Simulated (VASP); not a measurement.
# P (Pm-3m) in VASP: further runs

Runs on P. Level: PBEsol+D3(BJ). Tasks: single point.

Everything below comes from runs of VASP 6.6.1. Logs are shortened: lines on timing, memory, paths and dates and some standing lists are left out, and cuts for length are marked.

## (1) The cell of the first run

It takes space group Pm-3m (No. 221, cubic). Conventional cell: a = 2.291 Å, b = 2.291 Å, c = 2.291 Å, α = 90.00°, β = 90.00°, γ = 90.00°. P (site symmetry m-3m) has 6 P at 2.29 Å within 3.0 Å.

This isn't the form of P at room conditions, which is orthorhombic.

## (2) Single point, PBEsol+D3(BJ) (12.02 Å³/atom)

Input file INCAR:

```
PREC     = Accurate       # precision mode
ENCUT    = 520            # plane-wave cutoff, eV
EDIFF    = 1E-6           # SCF threshold, eV
ISMEAR   = 0              # smearing method
SIGMA    = 0.1            # smearing width, eV
LREAL    = F              # projectors in reciprocal space
LASPH    = T              # aspherical terms in the spheres
NELM     = 100            # most SCF steps
ALGO     = Normal         # electronic algorithm
ISIF     = 2              # what is computed and relaxed
LWAVE    = F              # write WAVECAR
LCHARG   = F              # write CHGCAR
GGA      = PS             # functional
IVDW     = 12             # dispersion correction
NBANDS   = 8              # bands
```

Input file KPOINTS:

```
Automatic mesh
0
Gamma
  18 18 18
```

Input file POSCAR:

```
P
1.0
    2.2907594632      0.0000000000      0.0000000000
    0.0000000000      2.2907594632      0.0000000000
    0.0000000000      0.0000000000      2.2909200603
P
1
Direct
    0.0000000000      0.0000000000      0.0000000000
```

Potentials or basis: VASP PAW PBE potentials, release 64 (P).

On the command line:

```bash
> cat potpaw_PBE.64/P/POTCAR > POTCAR
> mpirun -np 1 vasp_std > vasp.out
```

OUTCAR:

```text
PREC = Accurate
   ENCUT = 520
   EDIFF = 1E-6
   ISMEAR = 0
   LREAL = F
   LASPH = T
   NELM = 100
   ISIF = 2
   GGA = PS
   IVDW = 12
 IVDW          = 12

 ion  position               nearest neighbor table
   1  0.000  0.000  0.000-

  LATTYP: Found a simple tetragonal cell.
 ALAT       =     2.2907594632
 C/A-ratio  =     1.0000701065

  Lattice vectors:

 A1 = (   2.2907594632,   0.0000000000,   0.0000000000)
 A2 = (   0.0000000000,   2.2907594632,   0.0000000000)
 A3 = (   0.0000000000,   0.0000000000,   2.2909200603)

Analysis of symmetry for initial positions (statically):
=====================================================================
 Subroutine PRICEL returns:
 Original cell was already a primitive cell.

 Routine SETGRP: Setting up the symmetry group for a
 simple tetragonal supercell.

 Subroutine GETGRP returns: Found 16 space group operations
 (whereof 16 operations were pure point group operations)
 out of a pool of 16 trial point group operations.

The static configuration has the point symmetry D_4h.

Analysis of symmetry for dynamics (positions and initial velocities):
=====================================================================
 Subroutine PRICEL returns:
 Original cell was already a primitive cell.

 Routine SETGRP: Setting up the symmetry group for a
 simple tetragonal supercell.

 Subroutine GETGRP returns: Found 16 space group operations
 (whereof 16 operations were pure point group operations)
 out of a pool of 16 trial point group operations.

The dynamic configuration has the point symmetry D_4h.

 Subroutine INISYM returns: Found 16 space group operations
 (whereof 16 operations are pure point group operations),
 and found     1 'primitive' translations

----------------------------------------------------------------------------------------

                                     Primitive cell

  volume of cell :      12.0218

  direct lattice vectors                    reciprocal lattice vectors
     2.290759463  0.000000000  0.000000000     0.436536448  0.000000000  0.000000000
     0.000000000  2.290759463  0.000000000     0.000000000  0.436536448  0.000000000
     0.000000000  0.000000000  2.290920060     0.000000000  0.000000000  0.436505846

  length of vectors
     2.290759463  2.290759463  2.290920060     0.436536448  0.436536448  0.436505846

  position of ions in fractional coordinates (direct lattice)
     0.000000000  0.000000000  0.000000000

  ion indices of the primitive-cell ions
   primitive index   ion index
                 1           1

----------------------------------------------------------------------------------------

 KPOINTS: Automatic mesh

Automatic generation of k-mesh.
 Grid dimensions read from file:
 generate k-points for:   18   18   18

 Generating k-lattice:

  Cartesian coordinates                     Fractional coordinates (reciprocal lattice)
     0.024252025  0.000000000  0.000000000     0.055555556  0.000000000  0.000000000
     0.000000000  0.024252025  0.000000000     0.000000000  0.055555556  0.000000000
     0.000000000  0.000000000  0.024250325     0.000000000  0.000000000  0.055555556

  Length of vectors
     0.024252025  0.024252025  0.024250325

  Shift w.r.t. Gamma in fractional coordinates (k-lattice)
     0.000000000  0.000000000  0.000000000

 Subroutine IBZKPT returns following result:
 ===========================================

 Found    550 irreducible k-points:

 Following reciprocal coordinates:
            Coordinates               Weight
  0.000000  0.000000  0.000000      1.000000
  0.055556  0.000000  0.000000      4.000000
  0.111111  0.000000  0.000000      4.000000
  0.166667  0.000000  0.000000      4.000000
  0.222222  0.000000  0.000000      4.000000
  0.277778  0.000000  0.000000      4.000000
[... 16 lines left out ...]
  0.277778  0.111111  0.000000      8.000000
  0.333333  0.111111  0.000000      8.000000
 [... further k-points ...]
   k-points           NKPTS =    550   k-points in BZ     NKDIM =    550   number of bands    NBANDS=      8
   number of dos      NEDOS =    301   number of ions     NIONS =      1
   total plane-waves  NPLWV =   5832
   dimension x,y,z NGX =    18 NGY =   18 NGZ =   18
   dimension x,y,z NGXF=    36 NGYF=   36 NGZF=   36
   ions per type =               1
   NGX,Y,Z   is equivalent  to a cutoff of  13.06, 13.06, 13.06 a.u.
   NGXF,Y,Z  is equivalent  to a cutoff of  26.13, 26.13, 26.12 a.u.
 SYSTEM =  unknown system
   PREC   = accura    normal or accurate (medium, high low for compatibility)
   ISTART =      0    job   : 0-new  1-cont  2-samecut
   ICHARG =      2    charge: 1-file 2-atom 10-const
   ISPIN  =      1    spin polarized calculation?
   LNONCOLLINEAR =      F non collinear calculations
   LSORBIT =      F    spin-orbit coupling
   LASPH  =      T    aspherical Exc in radial PAW
   ENCUT  =  520.0 eV  38.22 Ry    6.18 a.u.   4.26  4.26  4.26*2*pi/ulx,y,z
   NELM   =    100;   NELMIN=  2; NELMDL= -5     # of ELM steps
   EDIFF  = 0.1E-05   stopping-criterion for ELM
   LREAL  =      F    real-space projection
   EDIFFG = 0.1E-04   stopping-criterion for IOM
   NSW    =      0    number of steps for IOM
   IBRION =     -1    ionic relax: 0-MD 1-quasi-New 2-CG
   NFREE  =      0    steps in history (QN), initial steepest desc. (CG)
   ISIF   =      2    stress and relaxation
   ISYM   =      2    0-nonsym 1-usesym 2-fastsym
   POTIM  = 0.5000    time-step for ionic-motion
   TEBEG  =    0.0;   TEEND  =   0.0 temperature during run
   PSTRESS=    0.0 pullay stress
   NELECT =       5.0000    total number of electrons
   NUPDOWN=      -1.0000    fix difference up-down
   EMIN   =  10.00;   EMAX   =-10.00  energy-range for DOS
   EFERMI =   0.00;   METHOD = LEGACY
   ISMEAR =     0;   SIGMA  =   0.10  broadening in eV -4-tet -1-fermi 0-gaus
   EFERMI_NEDOS =   21; number of points for ismear=-14 and -15
   IALGO  =     38    algorithm
   IMIX   =      4    mixing-type and parameters
     AMIX     =   0.40;   BMIX     =  1.00
     AMIX_MAG =   1.60;   BMIX_MAG =  1.00
  volume/ion in A,a.u.               =      12.02        81.13
  Fermi-wavevector in a.u.,A,eV,Ry     =   1.222011  2.309266 20.317735  1.493311
  Thomas-Fermi vector in A             =   2.357173
   LORBIT       =      0    0 simple, 1 ext, 2 COOP (PROOUT), +10 PAW based schemes
   GGA     = PS    functional components
   LHFCALC =     F    Hartree Fock is set to
   AEXX    =    0.0000 exact exchange contribution
   IVDW    =    12    specifies the selected vdW correction
   LEPSILON=     F    determine dielectric tensor
   LRPA    =     F    only Hartree local field effects (RPA)
 non-spin polarized calculation
 Gauss-broadening in eV      SIGMA  =   0.10
  energy-cutoff  :      520.00
  volume of cell :       12.02
 maximum number of plane-waves:       341
 NGX is ok and might be reduce to    18
   NGX =  9   NGY =  9   NGZ =  9

 number of electron       4.9999999 magnetization

 Free energy of the ion-electron system (eV)
  ---------------------------------------------------
  ext. energy  EPLUGINS =         0.00000000
  ---------------------------------------------------
  free energy    TOTEN  =        -5.58913478 eV

  energy without entropy =       -5.58766103  energy(sigma->0) =       -5.58839791

 E-fermi :  12.4585     XC(G=0): -12.2220

 val. band max:       12.4569038597   @ k =   0.5000   0.5000   0.1111
 cond. band min:      12.4857889790   @ k =   0.3333   0.2222   0.2222
 fundamental gap:      0.0288851193
 Fermi energy:        12.4585214117

 k-point     1 :       0.0000    0.0000    0.0000
  band No.  band energies     occupation
      1      -6.0895      2.00000
      2      18.6645      0.00000
      3      18.6681      0.00000
      4      18.6681      0.00000
      5      19.0848      0.00000
      6      19.0859      0.00000
      7      29.0719      0.00000
      8      39.7792      0.00000

 k-point     2 :       0.0556    0.0000    0.0000
  band No.  band energies     occupation
      1      -6.0075      2.00000
      2      16.5576      0.00000
      3      18.7312      0.00000
      4      18.7347      0.00000
      5      19.1509      0.00000
      6      21.1012      0.00000
      7      29.3413      0.00000
      8      39.1388      0.00000

 k-point     3 :       0.1111    0.0000    0.0000
  band No.  band energies     occupation
      1      -5.7621      2.00000
      2      14.2537      0.00000
      3      18.9303      0.00000
      4      18.9338      0.00000
      5      19.3458      0.00000
      6      23.0770      0.00000
      7      30.1789      0.00000
      8      37.6283      0.00000

 k-point     4 :       0.1667    0.0000    0.0000
  band No.  band energies     occupation
      1      -5.3547      2.00000
      2      12.0047      2.00000
      3      19.2587      0.00000
      4      19.2622      0.00000
      5      19.6616      0.00000
      6      24.7076      0.00000
      7      31.5885      0.00000
      8      35.7986      0.00000

 k-point     5 :       0.2222    0.0000    0.0000
  band No.  band energies     occupation
      1      -4.7884      2.00000
      2       9.8485      2.00000
      3      19.7099      0.00000
      4      19.7135      0.00000
      5      20.0831      0.00000
      6      26.0227      0.00000
      7      33.3592      0.00000
      8      33.9279      0.00000

 k-point     6 :       0.2778    0.0000    0.0000
  band No.  band energies     occupation
      1      -4.0687      2.00000
      2       7.8103      2.00000
      3      20.2714      0.00000
      4      20.2749      0.00000
      5      20.5836      0.00000
      6      27.1643      0.00000
      7      32.1407      0.00000
      8      32.1437      0.00000

 k-point     7 :       0.3333    0.0000    0.0000
  band No.  band energies     occupation
      1      -3.2069      2.00000
      2       5.9135      2.00000
      3      20.9168      0.00000
      4      20.9203      0.00000
      5      21.1194      0.00000
      6      28.2487      0.00000
      7      30.5151      0.00000
      8      30.5182      0.00000
[... 133 lines left out ...]
 k-point    20 :       0.1111    0.1111    0.0000
  band No.  band energies     occupation
      1      -5.4351      2.00000
      2      13.9070      0.00000
      3      15.3610      0.00000
      4      19.1952      0.00000
      5      21.7213      0.00000
      6      25.0076      0.00000
      7      30.8401      0.00000
      8      35.3311      0.00000

 k-point    21 :       0.1667    0.1111    0.0000
  band No.  band energies     occupation
      1      -5.0281      2.00000
      2      12.1571      1.99998
      3      15.2282      0.00000
      4      19.5226      0.00000
      5      22.2582      0.00000
      6      26.6321      0.00000
      7      31.4291      0.00000
      8      33.9421      0.00000

 k-point    22 :       0.2222    0.1111    0.0000
  band No.  band energies     occupation
      1      -4.4624      2.00000
      2      10.0895      2.00000
      3      15.6218      0.00000
      4      19.9724      0.00000
      5      22.7719      0.00000
      6      27.8976      0.00000
      7      30.7983      0.00000
      8      34.1566      0.00000

 k-point    23 :       0.2778    0.1111    0.0000
  band No.  band energies     occupation
      1      -3.7435      2.00000
      2       8.0834      2.00000
      3      16.1790      0.00000
      4      20.5318      0.00000
      5      23.3213      0.00000
      6      28.2042      0.00000
      7      30.0371      0.00000
      8      32.3796      0.00000

 k-point    24 :       0.3333    0.1111    0.0000
  band No.  band energies     occupation
      1      -2.8824      2.00000
      2       6.2021      2.00000
      3      16.8312      0.00000
      4      21.1746      0.00000
      5      23.8672      0.00000
      6      27.1019      0.00000
      7      30.5906      0.00000
      8      30.7615      0.00000

 [... further k-points ...]

------------------------ aborting loop because EDIFF is reached ----------------------------------------

 Edisp (eV)   -0.47346

 E8    (eV) :    -0.2812

  FORCE on cell =-STRESS in cart. coord.  units (eV):
  Direction    XX          YY          ZZ          XY          YZ          ZX
  --------------------------------------------------------------------------------------
  -------------------------------------------------------------------------------------
  Total       1.78115     1.78115     1.77857     0.00000     0.00000     0.00000
  in kB     237.37927   237.37927   237.03537     0.00000     0.00000     0.00000
  external pressure =      237.26 kB  Pullay stress =        0.00 kB

 VOLUME and BASIS-vectors are now :
 -----------------------------------------------------------------------------
  energy-cutoff  :      520.00
  volume of cell :       12.02
      direct lattice vectors                 reciprocal lattice vectors
     2.290759463  0.000000000  0.000000000     0.436536448  0.000000000  0.000000000
     0.000000000  2.290759463  0.000000000     0.000000000  0.436536448  0.000000000
     0.000000000  0.000000000  2.290920060     0.000000000  0.000000000  0.436505846

 POSITION                                       TOTAL-FORCE (eV/Angst)
 -----------------------------------------------------------------------------------
      0.00000      0.00000      0.00000         0.000000      0.000000      0.000000
 -----------------------------------------------------------------------------------
    total drift:                                0.000000      0.000000      0.000000

  FREE ENERGIE OF THE ION-ELECTRON SYSTEM (eV)
  ---------------------------------------------------
  free  energy   TOTEN  =        -6.0625908920 eV

  energy  without entropy=       -6.0611171430  energy(sigma->0) =       -6.06185402
```

Wall time 13 s (1 thread of Intel Xeon 6975P-C (Granite Rapids), shared host); peak memory 0.15 GiB.

Results:

* Free energy: -6.0626 eV
* Pressure: 23.7 GPa
* Band gap on the k mesh: zero (an odd number of electrons rules out a gap without spin polarisation)
* Dispersion energy per atom: -0.473 eV

Caveat: the cell stands under pressure; the PAW data sets were made with another functional, which shifts forces and pressure a little.

## (3) Single point, PBEsol+D3(BJ) (12.43 Å³/atom)

This run uses another cell than the first one, of 12.43 Å³/atom.

Input file INCAR:

```
ALGO = Normal
EDIFF = 1E-7
ENCUT = 520
GGA = PS
ISIF = 2
ISMEAR = 0
IVDW = 12
LASPH = T
LCHARG = F
LREAL = F
LWAVE = F
NBANDS = 8
NELM = 100
PREC = Accurate
SIGMA = 0.1
```

Input file KPOINTS:

```
k-points
0
Gamma
  18 18 18
```

Input file POSCAR:

```
P
1.0
    2.3165004881      0.0000000000      0.0000000000
    0.0000000000      2.3165004881      0.0000000000
    0.0000000000      0.0000000000      2.3166628898
P
1
Direct
    0.0000000000      0.0000000000      0.0000000000
```

Potentials or basis: VASP PAW PBE potentials, release 64 (P).

On the command line:

```bash
> cat potpaw_PBE.64/P/POTCAR > POTCAR
> mpirun -np 1 vasp_std > vasp.out
```

It took 14 s on 1 thread of Intel Xeon 6975P-C (Granite Rapids), shared host; peak memory 0.16 GiB.

The run converged. Its results:

| Item | Value |
| --- | --- |
| Free energy | -6.1137 eV |
| Pressure | 16.3 GPa |
| Band gap on the k mesh | zero (an odd number of electrons rules out a gap without spin polarisation) |
| Dispersion energy per atom | -0.457 eV |

Levels at points of the mesh, in eV from the Fermi level:
| k point | band 1 | band 2 | band 3 | band 4 | band 5 | band 6 |
| --- | --- | --- | --- | --- | --- | --- |
| (0.00, 0.00, 0.00) | -18.16 | 6.00 | 6.00 | 6.00 | 6.68 | 6.68 |
| (0.50, 0.00, 0.00) | -12.94 | -10.08 | 9.56 | 9.57 | 9.64 | 15.13 |
| (0.50, 0.50, 0.00) | -7.19 | -6.01 | -6.01 | -0.08 | 12.93 | 18.09 |
| (0.00, 0.00, 0.50) | -12.95 | -10.08 | 9.56 | 9.56 | 9.64 | 15.13 |
| (0.50, 0.00, 0.50) | -7.19 | -6.01 | -6.01 | -0.08 | 12.93 | 18.10 |
| (0.50, 0.50, 0.50) | -2.26 | -2.26 | -2.26 | 0.46 | 4.15 | 4.15 |

Caveat: the cell stands under pressure; the PAW data sets were made with another functional, which shifts forces and pressure a little.
